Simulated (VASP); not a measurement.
# Ta: single point with PBE

The system is Ta.

```
Ta
1.0
    -1.65128    1.65128    1.65128
     1.65128   -1.65128    1.65128
     1.65128    1.65128   -1.65128
Ta
1
Cartesian
  0.0000 0.0000 0.0000
```

```yaml
Program: VASP 6.6.1
Task: single point
Functional: PBE
Potentials_or_basis: VASP PAW PBE potentials, release 64 (Ta_pv)
Cutoff: 520 eV
k_mesh: 11 × 11 × 11
Occupations: gaussian, width 0.018 eV
Spin: no spin polarisation
Dipole_correction: no
Further_INCAR_settings: ALGO = Fast; EDIFF = 1e-07; NBANDS = 12
```

The pressure is 2.3 GPa.

Levels at points of the mesh, in eV from the Fermi level:
```tsv
k point	band 2	band 3	band 4	band 5	band 6	band 7	band 8	band 9
(0.00, 0.00, 0.00)	-33.02	-33.02	-7.88	0.78	0.78	0.78	4.05	4.05
```

It took 10 s on 1 thread of AMD EPYC 9R45 96-Core Processor (Zen 5), on a shared host, peak memory 0.11 GiB.

Caveat: spin-orbit coupling is left out, which moves the levels of the heavy elements.
